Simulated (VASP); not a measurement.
# Sb (I4/mmm) in VASP: notebook, part 2 of 2

VASP 6.6.1. Earlier steps stand in the parts before.

## Step 3: Electric field gradients, PBE (21.91 Å³/atom)

This run uses another cell than the first one, of 21.91 Å³/atom.

File INCAR:

```
  PREC = Accurate
  ENCUT = 520
  EDIFF = 1E-8
  ISMEAR = -1
  SIGMA = 0.05
  LREAL = F
  LASPH = T
  NELM = 60
  ALGO = Normal
  ISIF = 2
  LWAVE = F
  LCHARG = F
  GGA = PE
  LEFG = T
  NBANDS = 8
```

File KPOINTS:

```
Automatic mesh
0
Gamma
  19 19 19
```

File POSCAR:

```
Sb
1.0
   -1.4923523432      1.4923523432      2.4591586785
    1.4923523432     -1.4923523432      2.4591586785
    1.4923523432      1.4923523432     -2.4591586785
Sb
1
Direct
    0.0000000000      0.0000000000      0.0000000000
```

Potentials or basis: VASP PAW PBE potentials, release 64 (Sb).

The run is started by

```console
cat potpaw_PBE.64/Sb/POTCAR > POTCAR
mpirun -np 1 vasp_std > vasp.out
```

OUTCAR:

```text
PREC = Accurate
   ENCUT = 520
   EDIFF = 1E-8
   ISMEAR = -1
   LREAL = F
   LASPH = T
   NELM = 60
   ISIF = 2
   GGA = PE

 ion  position               nearest neighbor table
   1  0.000  0.000  0.000-

  LATTYP: Found a body centered tetragonal cell.
 ALAT       =     2.9847046864
 C/A-ratio  =     1.6478405316

  Lattice vectors:

 A1 = (  -1.4923523432,   1.4923523432,   2.4591586785)
 A2 = (   1.4923523432,  -1.4923523432,   2.4591586785)
 A3 = (   1.4923523432,   1.4923523432,  -2.4591586785)

Analysis of symmetry for initial positions (statically):
=====================================================================
 Subroutine PRICEL returns:
 Original cell was already a primitive cell.

 Routine SETGRP: Setting up the symmetry group for a
 body centered tetragonal supercell.

 Subroutine GETGRP returns: Found 16 space group operations
 (whereof 16 operations were pure point group operations)
 out of a pool of 16 trial point group operations.

The static configuration has the point symmetry D_4h.

Analysis of symmetry for dynamics (positions and initial velocities):
=====================================================================
 Subroutine PRICEL returns:
 Original cell was already a primitive cell.

 Routine SETGRP: Setting up the symmetry group for a
 body centered tetragonal supercell.

 Subroutine GETGRP returns: Found 16 space group operations
 (whereof 16 operations were pure point group operations)
 out of a pool of 16 trial point group operations.

The dynamic configuration has the point symmetry D_4h.

 Subroutine INISYM returns: Found 16 space group operations
 (whereof 16 operations are pure point group operations),
 and found     1 'primitive' translations
[... 144 lines left out ...]
 fundamental gap:      0.0088004797
 Fermi energy:        11.5441084690

 k-point     1 :       0.0000    0.0000    0.0000
  band No.  band energies     occupation
      1      -3.2678      2.00000
      2      18.2439      0.00000
      3      18.4798      0.00000
      4      18.4798      0.00000
      5      21.6950      0.00000
      6      21.9120      0.00000
      7      22.7239      0.00000
      8      22.7239      0.00000
[... 243 lines left out ...]
 k-point    24 :      -0.2632    0.0526    0.0000
  band No.  band energies     occupation
      1      -1.7124      2.00000
      2      10.8696      2.00000
      3      15.4811      0.00000
      4      17.7785      0.00000
      5      19.9378      0.00000
      6      21.9111      0.00000
      7      23.4895      0.00000
      8      24.1489      0.00000

 [... further k-points ...]
[... 5 lines left out ...]
  --------------------------------------------------------------------------------------
  -------------------------------------------------------------------------------------
  Total        3.2634052      3.2634052      2.8696175      0.0000000     -0.0000000      0.0000000
  in kB      238.6669574    238.6669574    209.8675602      0.0000000     -0.0000000      0.0000000
  external PRESSURE =     229.0671583 kB  Pullay stress =       0.0000000 kB

 VOLUME and BASIS-vectors are now :
 -----------------------------------------------------------------------------
  energy-cutoff  :      520.00
  volume of cell :       21.91
      direct lattice vectors                 reciprocal lattice vectors
    -1.492352343  1.492352343  2.459158679     0.000000000  0.335041522  0.203321569
     1.492352343 -1.492352343  2.459158679     0.335041522  0.000000000  0.203321569
     1.492352343  1.492352343 -2.459158679     0.335041522  0.335041522  0.000000000

 POSITION                                       TOTAL-FORCE (eV/Angst)
 -----------------------------------------------------------------------------------
      0.00000      0.00000      0.00000        -0.000000     -0.000000      0.000000
 -----------------------------------------------------------------------------------
    total drift:                                0.000000      0.000000      0.000000

  FREE ENERGIE OF THE ION-ELECTRON SYSTEM (eV)
  ---------------------------------------------------
  free  energy   TOTEN  =        -3.5138021931 eV

  energy  without entropy=       -3.5096050656  energy(sigma->0) =       -3.51170363

 Electric field gradients (V/A^2)
---------------------------------------------------------------------
 ion       V_xx      V_yy      V_zz      V_xy      V_xz      V_yz
---------------------------------------------------------------------
   1     -19.191   -19.191    38.383    -0.000    -0.000    -0.000
---------------------------------------------------------------------

 Electric field gradients after diagonalization (V/A^2)
 (convention: |V_zz| > |V_xx| > |V_yy|)
----------------------------------------------------------------------
 ion       V_xx      V_yy      V_zz     asymmetry (V_yy - V_xx)/ V_zz
----------------------------------------------------------------------
   1     -19.192   -19.191    38.383       0.000
----------------------------------------------------------------------

           NMR quadrupolar parameters

 Cq : quadrupolar parameter    Cq=e*Q*V_zz/h
 eta: asymmetry parameters     (V_yy - V_xx)/ V_zz
 Q  : nuclear electric quadrupole moment in mb (millibarn)
----------------------------------------------------------------------
 ion       Cq(MHz)       eta       Q (mb)
----------------------------------------------------------------------
   1       0.093       0.000       1.000
----------------------------------------------------------------------
```

OSZICAR:

```text
N       E                     dE             d eps       ncg     rms          rms(c)
DAV:   1     0.563455683990E+01    0.56346E+01   -0.17582E+03  8992   0.419E+02
DAV:   2    -0.343249111182E+01   -0.90670E+01   -0.86404E+01 12296   0.550E+01
DAV:   3    -0.352143314281E+01   -0.88942E-01   -0.88498E-01 10808   0.608E+00
DAV:   4    -0.352166337659E+01   -0.23023E-03   -0.23023E-03 13400   0.367E-01
DAV:   5    -0.352166377151E+01   -0.39492E-06   -0.39561E-06 11440   0.950E-03    0.259E+00
DAV:   6    -0.351673847164E+01    0.49253E-02   -0.69527E-04 12568   0.152E-01    0.153E+00
DAV:   7    -0.351380839543E+01    0.29301E-02   -0.16615E-03 10456   0.230E-01    0.383E-02
DAV:   8    -0.351380235359E+01    0.60418E-05   -0.49794E-05 13064   0.500E-02    0.645E-03
DAV:   9    -0.351380254806E+01   -0.19446E-06   -0.82371E-07 12144   0.666E-03    0.298E-03
DAV:  10    -0.351380223036E+01    0.31769E-06   -0.70839E-08 11968   0.149E-03    0.371E-04
DAV:  11    -0.351380221965E+01    0.10712E-07   -0.26787E-09  9304   0.352E-04    0.104E-04
DAV:  12    -0.351380219504E+01    0.24609E-07   -0.19789E-10  5720   0.993E-05    0.110E-05
DAV:  13    -0.351380219311E+01    0.19346E-08   -0.17660E-11  4984   0.331E-05
   1 F= -.35138022E+01 E0= -.35117036E+01  d E =-.419713E-02
```

Run time: 40 s. Hardware: 1 thread of Intel Xeon Platinum 8259CL at 2.50GHz (Skylake/Cascade Lake), shared host; peak memory 0.22 GiB.

What came out:

```yaml
Free_energy: -3.5138 eV
Pressure: 22.9 GPa
Band_gap_on_the_k_mesh: zero (an odd number of electrons rules out a gap without spin polarisation)
Largest_electric_field_gradient_by_atom: Sb +38.4 V/Å²
```

Electric field gradients, principal values (V/Å²):
```
atom    least   middle  greatest (by size)
1 Sb  -19.191  -19.192              38.383
```

Caveat: the cell stands under pressure; without QUAD_EFG the Cq values of the log hold for a quadrupole moment of 1 mb, not for the nuclei; spin-orbit coupling is left out, which moves the levels of the heavy elements.

The gap in the log of VASP goes by the Fermi energy; the results here count the filled bands.